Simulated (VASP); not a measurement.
# SnO2 (Cassiterite) (P4_2/mnm) in VASP: notebook, part 2 of 2

VASP 6.6.1. The steps go on from the part before.

## Step 5: Single point, PBE

This run uses another cell than the first one, of 11.92 Å³/atom, 1.005 times its volume.

Input file INCAR:

```
SYSTEM = SnO2
  ALGO = Normal
  EDIFF = 1E-6
  ENCUT = 520
  GGA = PE
  ISIF = 2
  ISMEAR = 0
  LASPH = .TRUE.
  LCHARG = .FALSE.
  LREAL = .FALSE.
  LWAVE = .FALSE.
  NBANDS = 35
  NELM = 100
  PREC = Accurate
  SIGMA = 0.05
```

Input file KPOINTS:

```
k-points
0
G
  5 5 7
  0 0 0
```

Input file POSCAR:

```
SnO2
1.0
    4.7380000000      0.0000000000      0.0000000000
    0.0000000000      4.7380000000      0.0000000000
    0.0000000000      0.0000000000      3.1865000000
Sn O
2 4
Direct
    0.5000000000      0.5000000000      0.5000000000
    0.0000000000      0.0000000000      0.0000000000
    0.8071000000      0.1929000000      0.5000000000
    0.6929000000      0.6929000000      0.0000000000
    0.1929000000      0.8071000000      0.5000000000
    0.3071000000      0.3071000000      0.0000000000
```

Potentials or basis: VASP PAW PBE potentials, release 64 (Sn_d, O).

The run is started by

```
> cat potpaw_PBE.64/Sn_d/POTCAR potpaw_PBE.64/O/POTCAR > POTCAR
> mpirun -np 1 vasp_std > vasp.out
```

OUTCAR:

```text
SYSTEM = SnO2
   EDIFF = 1E-6
   ENCUT = 520
   GGA = PE
   ISIF = 2
   ISMEAR = 0
   LASPH = .TRUE.
   LREAL = .FALSE.
   NELM = 100
   PREC = Accurate

 ion  position               nearest neighbor table
   1  0.500  0.500  0.500-   4 2.05   6 2.05   4 2.05   6 2.05   5 2.06   3 2.06   2 3.71   2 3.71
                             2 3.71   2 3.71   2 3.71   2 3.71   2 3.71   2 3.71
   2  0.000  0.000  0.000-   3 2.05   5 2.05   3 2.05   5 2.05   4 2.06   6 2.06   1 3.71   1 3.71
                             1 3.71   1 3.71   1 3.71   1 3.71   1 3.71   1 3.71
   3  0.807  0.193  0.500-   2 2.05   2 2.05   1 2.06
   4  0.693  0.693  0.000-   1 2.05   1 2.05   2 2.06
   5  0.193  0.807  0.500-   2 2.05   2 2.05   1 2.06
   6  0.307  0.307  0.000-   1 2.05   1 2.05   2 2.06

  LATTYP: Found a simple tetragonal cell.
 ALAT       =     4.7380000000
 C/A-ratio  =     0.6725411566

  Lattice vectors:

 A1 = (   4.7380000000,   0.0000000000,   0.0000000000)
 A2 = (   0.0000000000,   4.7380000000,   0.0000000000)
 A3 = (   0.0000000000,   0.0000000000,   3.1865000000)

Analysis of symmetry for initial positions (statically):
=====================================================================
 Subroutine PRICEL returns:
 Original cell was already a primitive cell.

 Routine SETGRP: Setting up the symmetry group for a
 simple tetragonal supercell.

 Subroutine GETGRP returns: Found 16 space group operations
 (whereof  8 operations were pure point group operations)
 out of a pool of 16 trial point group operations.

The static configuration has the point symmetry D_2h.
 The point group associated with its full space group is D_4h.

Analysis of symmetry for dynamics (positions and initial velocities):
=====================================================================
 Subroutine PRICEL returns:
 Original cell was already a primitive cell.

 Routine SETGRP: Setting up the symmetry group for a
 simple tetragonal supercell.

 Subroutine GETGRP returns: Found 16 space group operations
 (whereof  8 operations were pure point group operations)
 out of a pool of 16 trial point group operations.

The dynamic configuration has the point symmetry D_2h.
 The point group associated with its full space group is D_4h.

 Subroutine INISYM returns: Found 16 space group operations
 (whereof  8 operations are pure point group operations),
 and found     1 'primitive' translations

----------------------------------------------------------------------------------------

                                     Primitive cell

  volume of cell :      71.5326

  direct lattice vectors                    reciprocal lattice vectors
     4.738000000  0.000000000  0.000000000     0.211059519  0.000000000  0.000000000
     0.000000000  4.738000000  0.000000000     0.000000000  0.211059519  0.000000000
     0.000000000  0.000000000  3.186500000     0.000000000  0.000000000  0.313823945

  length of vectors
     4.738000000  4.738000000  3.186500000     0.211059519  0.211059519  0.313823945

[... 38 lines left out ...]
 Subroutine IBZKPT returns following result:
 ===========================================

 Found     24 irreducible k-points:

 Following reciprocal coordinates:
            Coordinates               Weight
  0.000000  0.000000  0.000000      1.000000
  0.200000  0.000000  0.000000      4.000000
  0.400000  0.000000  0.000000      4.000000
  0.200000  0.200000  0.000000      4.000000
  0.400000  0.200000  0.000000      8.000000
  0.400000  0.400000  0.000000      4.000000
[... 16 lines left out ...]
  0.400000  0.200000  0.428571     16.000000
  0.400000  0.400000  0.428571      8.000000
   k-points           NKPTS =     24   k-points in BZ     NKDIM =     24   number of bands    NBANDS=     35
   number of dos      NEDOS =    301   number of ions     NIONS =      6
   total plane-waves  NPLWV =  31104
   dimension x,y,z NGX =    36 NGY =   36 NGZ =   24
   dimension x,y,z NGXF=    72 NGYF=   72 NGZF=   48
   ions per type =               2   4
   NGX,Y,Z   is equivalent  to a cutoff of  12.63, 12.63, 12.52 a.u.
   NGXF,Y,Z  is equivalent  to a cutoff of  25.26, 25.26, 25.04 a.u.
 SYSTEM =  SnO2
   PREC   = accura    normal or accurate (medium, high low for compatibility)
   ISTART =      0    job   : 0-new  1-cont  2-samecut
   ICHARG =      2    charge: 1-file 2-atom 10-const
   ISPIN  =      1    spin polarized calculation?
   LNONCOLLINEAR =      F non collinear calculations
   LSORBIT =      F    spin-orbit coupling
   LASPH  =      T    aspherical Exc in radial PAW
   ENCUT  =  520.0 eV  38.22 Ry    6.18 a.u.   8.81  8.81  5.92*2*pi/ulx,y,z
   NELM   =    100;   NELMIN=  2; NELMDL= -5     # of ELM steps
   EDIFF  = 0.1E-05   stopping-criterion for ELM
   LREAL  =      F    real-space projection
   EDIFFG = 0.1E-04   stopping-criterion for IOM
   NSW    =      0    number of steps for IOM
   IBRION =     -1    ionic relax: 0-MD 1-quasi-New 2-CG
   NFREE  =      0    steps in history (QN), initial steepest desc. (CG)
   ISIF   =      2    stress and relaxation
   ISYM   =      2    0-nonsym 1-usesym 2-fastsym
   POTIM  = 0.5000    time-step for ionic-motion
   TEBEG  =    0.0;   TEEND  =   0.0 temperature during run
   PSTRESS=    0.0 pullay stress
   NELECT =      52.0000    total number of electrons
   NUPDOWN=      -1.0000    fix difference up-down
   EMIN   =  10.00;   EMAX   =-10.00  energy-range for DOS
   EFERMI =   0.00;   METHOD = LEGACY
   ISMEAR =     0;   SIGMA  =   0.05  broadening in eV -4-tet -1-fermi 0-gaus
   EFERMI_NEDOS =   21; number of points for ismear=-14 and -15
   IALGO  =     38    algorithm
   IMIX   =      4    mixing-type and parameters
     AMIX     =   0.40;   BMIX     =  1.00
     AMIX_MAG =   1.60;   BMIX_MAG =  1.00
  volume/ion in A,a.u.               =      11.92        80.45
  Fermi-wavevector in a.u.,A,eV,Ry     =   1.472000  2.781677 29.480903  2.166785
  Thomas-Fermi vector in A             =   2.587068
   LORBIT       =      0    0 simple, 1 ext, 2 COOP (PROOUT), +10 PAW based schemes
   GGA     = PE    functional components
   LHFCALC =     F    Hartree Fock is set to
   AEXX    =    0.0000 exact exchange contribution
   IVDW    =     0    specifies the selected vdW correction
   LEPSILON=     F    determine dielectric tensor
   LRPA    =     F    only Hartree local field effects (RPA)
 non-spin polarized calculation
 Gauss-broadening in eV      SIGMA  =   0.05
  energy-cutoff  :      520.00
  volume of cell :       71.53
 maximum number of plane-waves:      1945
 NGX is ok and might be reduce to    36
   NGX = 17   NGY = 17   NGZ = 11

 number of electron      51.9999993 magnetization

 Free energy of the ion-electron system (eV)
  ---------------------------------------------------
  ext. energy  EPLUGINS =         0.00000000
  ---------------------------------------------------
  free energy    TOTEN  =       -37.15926059 eV

  energy without entropy =      -37.15926059  energy(sigma->0) =      -37.15926059

 E-fermi :   6.4141     XC(G=0): -11.2575

 val. band max:        6.1435820437   @ k =   0.0000   0.0000   0.0000
 cond. band min:       7.4159458453   @ k =   0.0000   0.0000   0.0000
 fundamental gap:      1.2723638015
 Fermi energy:         6.4140768956

 k-point     1 :       0.0000    0.0000    0.0000
  band No.  band energies     occupation
      1     -14.9631      2.00000
      2     -14.1851      2.00000
      3     -13.9016      2.00000
      4     -13.8798      2.00000
      5     -13.8798      2.00000
      6     -13.7997      2.00000
[... 901 lines left out ...]
     34      17.6426      0.00000
     35      19.0465      0.00000

------------------------ aborting loop because EDIFF is reached ----------------------------------------

  FORCE on cell =-STRESS in cart. coord.  units (eV):
  Direction    XX          YY          ZZ          XY          YZ          ZX
  --------------------------------------------------------------------------------------
  -------------------------------------------------------------------------------------
  Total        4.7770256      4.7770256      6.2494197      0.0000000      0.0000000      0.0000000
  in kB      106.9951554    106.9951554    139.9736353      0.0000000      0.0000000      0.0000000
  external PRESSURE =     117.9879820 kB  Pullay stress =       0.0000000 kB

 VOLUME and BASIS-vectors are now :
 -----------------------------------------------------------------------------
  energy-cutoff  :      520.00
  volume of cell :       71.53
      direct lattice vectors                 reciprocal lattice vectors
     4.738000000  0.000000000  0.000000000     0.211059519  0.000000000  0.000000000
     0.000000000  4.738000000  0.000000000     0.000000000  0.211059519  0.000000000
     0.000000000  0.000000000  3.186500000     0.000000000  0.000000000  0.313823945

 POSITION                                       TOTAL-FORCE (eV/Angst)
 -----------------------------------------------------------------------------------
      2.36900      2.36900      1.59325         0.000000      0.000000     -0.000000
      0.00000      0.00000      0.00000         0.000000      0.000000     -0.000000
      3.82404      0.91396      1.59325        -0.208100      0.208100     -0.000000
      3.28296      3.28296      0.00000         0.208100      0.208100     -0.000000
      0.91396      3.82404      1.59325         0.208100     -0.208100      0.000000
      1.45504      1.45504      0.00000        -0.208100     -0.208100      0.000000
 -----------------------------------------------------------------------------------
    total drift:                               -0.000000      0.000000      0.000000

  FREE ENERGIE OF THE ION-ELECTRON SYSTEM (eV)
  ---------------------------------------------------
  free  energy   TOTEN  =       -37.1592605850 eV

  energy  without entropy=      -37.1592605850  energy(sigma->0) =      -37.15926059
```

OSZICAR:

```text
N       E                     dE             d eps       ncg     rms          rms(c)
DAV:   1     0.634863873287E+03    0.63486E+03   -0.25560E+04  1857   0.232E+03
DAV:   2     0.561028904578E+02   -0.57876E+03   -0.54660E+03  1816   0.605E+02
DAV:   3    -0.385765194989E+02   -0.94679E+02   -0.93115E+02  1828   0.207E+02
DAV:   4    -0.432940818402E+02   -0.47176E+01   -0.46867E+01  2106   0.503E+01
DAV:   5    -0.434165850823E+02   -0.12250E+00   -0.12231E+00  2137   0.844E+00    0.162E+01
DAV:   6    -0.370681086845E+02    0.63485E+01   -0.17580E+01  2645   0.639E+01    0.627E+00
DAV:   7    -0.371867671563E+02   -0.11866E+00   -0.20545E+00  1946   0.796E+00    0.324E+00
DAV:   8    -0.371653375828E+02    0.21430E-01   -0.16267E-01  2429   0.428E+00    0.754E-01
DAV:   9    -0.371584823948E+02    0.68552E-02   -0.34723E-02  2741   0.304E+00    0.130E-01
DAV:  10    -0.371591348966E+02   -0.65250E-03   -0.38387E-03  1991   0.460E-01    0.590E-02
DAV:  11    -0.371592625632E+02   -0.12767E-03   -0.20577E-04  2232   0.104E-01    0.141E-02
DAV:  12    -0.371592618108E+02    0.75236E-06   -0.11590E-05  2227   0.269E-02    0.781E-03
DAV:  13    -0.371592606659E+02    0.11449E-05   -0.35389E-06  1928   0.364E-02    0.178E-03
DAV:  14    -0.371592605850E+02    0.80859E-07   -0.68058E-07  1086   0.623E-03
   1 F= -.37159261E+02 E0= -.37159261E+02  d E =-.313954E-16
```

stdout:

```text
POSCAR found type information on POSCAR SnO
 POSCAR found :  2 types and       6 ions
 scaLAPACK will be used
 LDA part: xc-table for (Slater+PW92), standard interpolation
 POSCAR, INCAR and KPOINTS ok, starting setup
 FFT: planning ... GRIDC
 FFT: planning ... GRID_SOFT
 FFT: planning ... GRID
 WAVECAR not read
 entering main loop
```

It took 40 s on 1 thread of Intel Xeon Platinum 8259CL at 2.50GHz (Skylake/Cascade Lake), shared host; peak memory 0.2 GiB.

Results:

- Free energy: -37.1593 eV
- Pressure: 11.8 GPa
- Largest force: 0.294 eV/Å
- Band gap on the k mesh: 1.27 eV, direct

Forces on the atoms (eV/Å):
```
Sn   0.000  0.000  0.000
Sn   0.000  0.000  0.000
O   -0.208  0.208  0.000
O    0.208  0.208  0.000
O    0.208 -0.208  0.000
O   -0.208 -0.208  0.000
```

Stress tensor (GPa, compression positive):
```
10.70  0.00  0.00
 0.00 10.70  0.00
 0.00  0.00 14.00
```

Caveat: spin-orbit coupling is left out, which moves the levels of the heavy elements. As with any semilocal functional, this PBE gap is likely too small.

## Step 6: The runs side by side

| level | potentials or basis | cell | k mesh | smearing | gap on the mesh (eV) | pressure (GPa) | largest force (eV/Å) |
| --- | --- | --- | --- | --- | --- | --- | --- |
| LDA | VASP PAW LDA potentials, release 64 (Sn_d, O) | a = 4.722, b = 4.722, c = 3.190 Å, 6 atoms | 6 × 6 × 8 | fermi-dirac 0.05 eV | 1.20 | 1.1 | 0.02 |
| SVWN5 | VASP PAW PBE potentials, release 64 (Sn_d, O) | a = 4.721, b = 4.721, c = 3.190 Å, 6 atoms | 6 × 6 × 8 | fermi-dirac 0.05 eV | 1.17 | 0.9 | 0.02 |
| RPBE | VASP PAW PBE potentials, release 64 (Sn_d, O) | a = 4.738, b = 4.738, c = 3.187 Å, 6 atoms | 6 × 6 × 8 | fermi-dirac 0.05 eV | 1.36 | 16.0 | 0.33 |
| PBE | VASP PAW PBE potentials, release 64 (Sn_d, O) | a = 4.738, b = 4.738, c = 3.187 Å, 6 atoms | 5 × 5 × 7 | gaussian 0.05 eV | 1.27 | 11.8 | 0.29 |

Alike in all rows: task single point; no spin polarisation; cutoff (eV) 520.

Caveats: spin-orbit coupling is left out, which moves the levels of the heavy elements; the PAW data sets were made with another functional, which shifts forces and pressure a little (some runs).

Total energies depend on the potentials used, so only differences within one code and one set of settings carry meaning.
